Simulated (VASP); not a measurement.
# TiCo (Pm-3m) in VASP: notebook

The runs below take TiCo through single point, with PBEsol, PBE.

Program: VASP 6.6.1. These are calculated values, not measurements. Logs are shortened: lines on timing, memory, paths and dates and some standing lists are left out, and cuts for length are marked.

## (1) The cell of the first run

The structure is cubic, space group Pm-3m (No. 221). Conventional cell: a = 2.985 Å, b = 2.985 Å, c = 2.985 Å, α = 90.00°, β = 90.00°, γ = 90.00°. Within 3.4 Å of Ti (site symmetry m-3m) lie 8 Co at 2.59 Å and 6 Ti at 2.99 Å. Co (site symmetry m-3m) has 8 Ti at 2.59 Å and 6 Co at 2.99 Å within 3.4 Å.

## (2) Single point, PBEsol, collinear spin, ferromagnetic start

File INCAR:

```
SYSTEM = TiCo
PREC     = Accurate       ! precision mode
ENCUT    = 520            ! plane-wave cutoff, eV
EDIFF    = 1E-7           ! SCF threshold, eV
ISMEAR   = 0              ! smearing method
SIGMA    = 0.1            ! smearing width, eV
LREAL    = .False.        ! projectors in reciprocal space
LASPH    = .True.         ! aspherical terms in the spheres
NELM     = 150            ! most SCF steps
ALGO     = Fast           ! electronic algorithm
ISIF     = 2              ! what is computed and relaxed
LWAVE    = .False.        ! write WAVECAR
LCHARG   = .False.        ! write CHGCAR
ISPIN    = 2              ! spin polarisation
MAGMOM   = 0 1.07         ! initial moments
LORBIT   = 11             ! projections on sites
LMAXMIX  = 4              ! l up to which the mixer works
GGA      = PS             ! functional
NBANDS   = 22             ! bands
```

File KPOINTS:

```
Automatic mesh
0
Gamma
  18 18 18
  0 0 0
```

File POSCAR:

```
TiCo
1.0
    2.9852001478      0.0000000000      0.0000000000
    0.0000000000      2.9852001478      0.0000000000
    0.0000000000      0.0000000000      2.9852001478
Ti Co
1 1
Direct
    0.0000000000      0.0000000000      0.0000000000
    0.5000000000      0.5000000000      0.5000000000
```

Potentials or basis: VASP PAW PBE potentials, release 64 (Ti_sv, Co).

Run with:

```
$ cat potpaw_PBE.64/Ti_sv/POTCAR potpaw_PBE.64/Co/POTCAR > POTCAR
$ mpirun -np 1 vasp_std > vasp.out
```

OUTCAR:

```text
SYSTEM = TiCo
   PREC = Accurate
   ENCUT = 520
   EDIFF = 1E-7
   ISMEAR = 0
   LREAL = .False.
   LASPH = .True.
   NELM = 150
   ISIF = 2
   ISPIN = 2
   LORBIT = 11
   GGA = PS

 ion  position               nearest neighbor table
   1  0.000  0.000  0.000-   2 2.59   2 2.59   2 2.59   2 2.59   2 2.59   2 2.59   2 2.59   2 2.59

   2  0.500  0.500  0.500-   1 2.59   1 2.59   1 2.59   1 2.59   1 2.59   1 2.59   1 2.59   1 2.59

  LATTYP: Found a simple cubic cell.
 ALAT       =     2.9852001478

  Lattice vectors:

 A1 = (   2.9852001478,   0.0000000000,   0.0000000000)
 A2 = (   0.0000000000,   2.9852001478,   0.0000000000)
 A3 = (   0.0000000000,   0.0000000000,   2.9852001478)

Analysis of symmetry for initial positions (statically):
=====================================================================
 Subroutine PRICEL returns:
 Original cell was already a primitive cell.

 Routine SETGRP: Setting up the symmetry group for a
 simple cubic supercell.

 Subroutine GETGRP returns: Found 48 space group operations
 (whereof 48 operations were pure point group operations)
 out of a pool of 48 trial point group operations.

The static configuration has the point symmetry O_h .

Analysis of symmetry for dynamics (positions and initial velocities):
=====================================================================
 Subroutine PRICEL returns:
 Original cell was already a primitive cell.

 Routine SETGRP: Setting up the symmetry group for a
 simple cubic supercell.

 Subroutine GETGRP returns: Found 48 space group operations
 (whereof 48 operations were pure point group operations)
 out of a pool of 48 trial point group operations.

The dynamic configuration has the point symmetry O_h .

Analysis of structural, dynamic, and magnetic symmetry:
=====================================================================
 Subroutine PRICEL returns:
 Original cell was already a primitive cell.

 Routine SETGRP: Setting up the symmetry group for a
 simple cubic supercell.

 Subroutine GETGRP returns: Found 48 space group operations
 (whereof 48 operations were pure point group operations)
 out of a pool of 48 trial point group operations.

The overall configuration has the point symmetry O_h .

 Subroutine INISYM returns: Found 48 space group operations
 (whereof 48 operations are pure point group operations),
 and found     1 'primitive' translations

----------------------------------------------------------------------------------------

                                     Primitive cell

  volume of cell :      26.6024

  direct lattice vectors                    reciprocal lattice vectors
     2.985200148  0.000000000  0.000000000     0.334985914  0.000000000  0.000000000
     0.000000000  2.985200148  0.000000000     0.000000000  0.334985914  0.000000000
     0.000000000  0.000000000  2.985200148     0.000000000  0.000000000  0.334985914

  length of vectors
     2.985200148  2.985200148  2.985200148     0.334985914  0.334985914  0.334985914

  position of ions in fractional coordinates (direct lattice)
     0.000000000  0.000000000  0.000000000
     0.500000000  0.500000000  0.500000000

  ion indices of the primitive-cell ions
   primitive index   ion index
                 1           1
                 2           2

----------------------------------------------------------------------------------------

 KPOINTS: Automatic mesh

Automatic generation of k-mesh.
 Grid dimensions read from file:
 generate k-points for:   18   18   18

 Generating k-lattice:

  Cartesian coordinates                     Fractional coordinates (reciprocal lattice)
     0.018610329  0.000000000  0.000000000     0.055555556  0.000000000  0.000000000
     0.000000000  0.018610329  0.000000000     0.000000000  0.055555556  0.000000000
     0.000000000  0.000000000  0.018610329     0.000000000  0.000000000  0.055555556

  Length of vectors
     0.018610329  0.018610329  0.018610329

  Shift w.r.t. Gamma in fractional coordinates (k-lattice)
     0.000000000  0.000000000  0.000000000

 Subroutine IBZKPT returns following result:
 ===========================================

 Found    220 irreducible k-points:

 Following reciprocal coordinates:
            Coordinates               Weight
  0.000000  0.000000  0.000000      1.000000
  0.055556  0.000000  0.000000      6.000000
  0.111111  0.000000  0.000000      6.000000
  0.166667  0.000000  0.000000      6.000000
  0.222222  0.000000  0.000000      6.000000
  0.277778  0.000000  0.000000      6.000000
[... 16 lines left out ...]
  0.277778  0.111111  0.000000     24.000000
  0.333333  0.111111  0.000000     24.000000
 [... further k-points ...]
   k-points           NKPTS =    220   k-points in BZ     NKDIM =    220   number of bands    NBANDS=     22
   number of dos      NEDOS =    301   number of ions     NIONS =      2
   total plane-waves  NPLWV =  13824
   dimension x,y,z NGX =    24 NGY =   24 NGZ =   24
   dimension x,y,z NGXF=    48 NGYF=   48 NGZF=   48
   ions per type =               1   1
   NGX,Y,Z   is equivalent  to a cutoff of  13.37, 13.37, 13.37 a.u.
   NGXF,Y,Z  is equivalent  to a cutoff of  26.73, 26.73, 26.73 a.u.
 SYSTEM =  TiCo
   PREC   = accura    normal or accurate (medium, high low for compatibility)
   ISTART =      0    job   : 0-new  1-cont  2-samecut
   ICHARG =      2    charge: 1-file 2-atom 10-const
   ISPIN  =      2    spin polarized calculation?
   LNONCOLLINEAR =      F non collinear calculations
   LSORBIT =      F    spin-orbit coupling
   LASPH  =      T    aspherical Exc in radial PAW
   ENCUT  =  520.0 eV  38.22 Ry    6.18 a.u.   5.55  5.55  5.55*2*pi/ulx,y,z
   NELM   =    150;   NELMIN=  2; NELMDL= -5     # of ELM steps
   EDIFF  = 0.1E-06   stopping-criterion for ELM
   LREAL  =      F    real-space projection
   EDIFFG = 0.1E-05   stopping-criterion for IOM
   NSW    =      0    number of steps for IOM
   IBRION =     -1    ionic relax: 0-MD 1-quasi-New 2-CG
   NFREE  =      0    steps in history (QN), initial steepest desc. (CG)
   ISIF   =      2    stress and relaxation
   ISYM   =      2    0-nonsym 1-usesym 2-fastsym
   POTIM  = 0.5000    time-step for ionic-motion
   TEBEG  =    0.0;   TEEND  =   0.0 temperature during run
   PSTRESS=    0.0 pullay stress
   NELECT =      21.0000    total number of electrons
   NUPDOWN=      -1.0000    fix difference up-down
   EMIN   =  10.00;   EMAX   =-10.00  energy-range for DOS
   EFERMI =   0.00;   METHOD = LEGACY
   ISMEAR =     0;   SIGMA  =   0.10  broadening in eV -4-tet -1-fermi 0-gaus
   EFERMI_NEDOS =   21; number of points for ismear=-14 and -15
   IALGO  =     68    algorithm
   IMIX   =      4    mixing-type and parameters
     AMIX     =   0.40;   BMIX     =  1.00
     AMIX_MAG =   1.60;   BMIX_MAG =  1.00
  volume/ion in A,a.u.               =      13.30        89.76
  Fermi-wavevector in a.u.,A,eV,Ry     =   1.513008  2.859170 31.146353  2.289192
  Thomas-Fermi vector in A             =   2.622856
   LORBIT       =     11    0 simple, 1 ext, 2 COOP (PROOUT), +10 PAW based schemes
   GGA     = PS    functional components
   LHFCALC =     F    Hartree Fock is set to
   AEXX    =    0.0000 exact exchange contribution
   IVDW    =     0    specifies the selected vdW correction
   LEPSILON=     F    determine dielectric tensor
   LRPA    =     F    only Hartree local field effects (RPA)
 spin polarized calculation
 RMM-DIIS sequential band-by-band and
 Gauss-broadening in eV      SIGMA  =   0.10
  energy-cutoff  :      520.00
  volume of cell :       26.60
 maximum number of plane-waves:       739
 NGX is ok and might be reduce to    24
   NGX = 11   NGY = 11   NGZ = 11

 number of electron      20.9999983 magnetization       0.7886777

 Free energy of the ion-electron system (eV)
  ---------------------------------------------------
  ext. energy  EPLUGINS =         0.00000000
  ---------------------------------------------------
  free energy    TOTEN  =       -16.87374398 eV

  energy without entropy =      -16.86385999  energy(sigma->0) =      -16.86880199

 E-fermi :   9.7813     XC(G=0): -12.7384

 val. band max:        9.7809028655   @ k =   0.4444   0.4444   0.3333
 cond. band min:       9.7814671942   @ k =   0.4444   0.3889   0.1667
 fundamental gap:      0.0005643287
 Fermi energy:         9.7813306603

 spin component 1

 k-point     1 :       0.0000    0.0000    0.0000
  band No.  band energies     occupation
      1     -47.1409      1.00000
      2     -23.3316      1.00000
      3     -23.3316      1.00000
      4     -23.3316      1.00000
      5       2.0694      1.00000
      6       5.6580      1.00000
[... 14 lines left out ...]
     21      29.2298      0.00000
     22      30.7025      0.00000
[... 552 lines left out ...]
  band No.  band energies     occupation
      1     -47.1130      1.00000
      2     -23.5562      1.00000
      3     -23.3486      1.00000
      4     -23.3116      1.00000
      5       4.2313      1.00000
      6       6.2992      1.00000
[... 14 lines left out ...]
     21      27.9097      0.00000
     22      28.7758      0.00000

 [... further k-points ...]

 spin component 2

 k-point     1 :       0.0000    0.0000    0.0000
  band No.  band energies     occupation
      1     -47.1489      1.00000
      2     -23.3408      1.00000
      3     -23.3408      1.00000
      4     -23.3408      1.00000
      5       2.0878      1.00000
      6       6.2229      1.00000
[... 14 lines left out ...]
     21      29.3407      0.00000
     22      30.6360      0.00000
[... 552 lines left out ...]
  band No.  band energies     occupation
      1     -47.1208      1.00000
      2     -23.5669      1.00000
      3     -23.3580      1.00000
      4     -23.3208      1.00000
      5       4.2706      1.00000
      6       6.7823      1.00000
[... 14 lines left out ...]
     21      27.9984      0.00000
     22      28.7216      0.00000

 [... further k-points ...]
[... 5 lines left out ...]
  --------------------------------------------------------------------------------------
  -------------------------------------------------------------------------------------
  Total       -1.3128918     -1.3128918     -1.3128918     -0.0000000     -0.0000000     -0.0000000
  in kB      -79.0713499    -79.0713499    -79.0713499     -0.0000000     -0.0000000     -0.0000000
  external PRESSURE =     -79.0713499 kB  Pullay stress =       0.0000000 kB

 VOLUME and BASIS-vectors are now :
 -----------------------------------------------------------------------------
  energy-cutoff  :      520.00
  volume of cell :       26.60
      direct lattice vectors                 reciprocal lattice vectors
     2.985200148  0.000000000  0.000000000     0.334985914  0.000000000  0.000000000
     0.000000000  2.985200148  0.000000000     0.000000000  0.334985914  0.000000000
     0.000000000  0.000000000  2.985200148     0.000000000  0.000000000  0.334985914

 POSITION                                       TOTAL-FORCE (eV/Angst)
 -----------------------------------------------------------------------------------
      0.00000      0.00000      0.00000         0.000000      0.000000      0.000000
      1.49260      1.49260      1.49260         0.000000      0.000000      0.000000
 -----------------------------------------------------------------------------------
    total drift:                                0.000000      0.000000     -0.000000

  FREE ENERGIE OF THE ION-ELECTRON SYSTEM (eV)
  ---------------------------------------------------
  free  energy   TOTEN  =       -16.8737439838 eV

  energy  without entropy=      -16.8638599914  energy(sigma->0) =      -16.86880199

 total charge

# of ion       s       p       d       tot
------------------------------------------
    1        2.249   6.182   1.857  10.287
    2        0.525   0.458   7.309   8.291
--------------------------------------------------
tot          2.774   6.639   9.166  18.579

 magnetization (x)

# of ion       s       p       d       tot
------------------------------------------
    1       -0.002  -0.010  -0.012  -0.024
    2        0.027  -0.002   0.824   0.848
--------------------------------------------------
tot          0.024  -0.012   0.812   0.824
```

It took 4.1 min on 1 thread of Intel Xeon Platinum 8259CL at 2.50GHz (Skylake/Cascade Lake), shared host; peak memory 0.31 GiB.

What came out:

* Free energy: -16.8737 eV
* Pressure: -7.9 GPa
* Net moment: 0.79 μB per cell
* Site moments: Ti -0.02; Co +0.85 μB
* Valence electrons inside the program's atomic spheres: Ti 10.29; Co 8.29

Levels at points of the mesh, in eV from the Fermi level:
Spin up:
```
           k point  band 8  band 9  band 10  band 11  band 12  band 13  band 14  band 15
(0.00, 0.00, 0.00)   -1.82   -1.82    -1.82     0.51     0.51     2.69     2.69     2.69
(0.50, 0.00, 0.00)   -1.93   -1.93    -1.46    -0.73    -0.52     0.66     0.66     2.24
(0.50, 0.50, 0.00)   -2.69   -1.37    -0.70     0.62     0.62     1.11     2.47     2.47
(0.50, 0.50, 0.50)   -2.10   -2.10    -2.10    -1.35    -1.35     3.19     3.19     6.90
```
Spin down:
| k point | band 8 | band 9 | band 10 | band 11 | band 12 | band 13 |
| --- | --- | --- | --- | --- | --- | --- |
| (0.00, 0.00, 0.00) | -1.29 | -1.29 | -1.29 | 0.98 | 0.98 | 2.78 |
| (0.50, 0.00, 0.00) | -1.36 | -1.36 | -0.85 | -0.81 | 0.50 | 0.67 |
| (0.50, 0.50, 0.00) | -2.27 | -0.11 | 0.21 | 0.62 | 0.62 | 1.28 |
| (0.50, 0.50, 0.50) | -2.09 | -2.09 | -2.09 | -0.08 | -0.08 | 3.14 |

Caveat: the PAW data sets were made with another functional, which shifts forces and pressure a little.

[end of part 1 of 2]
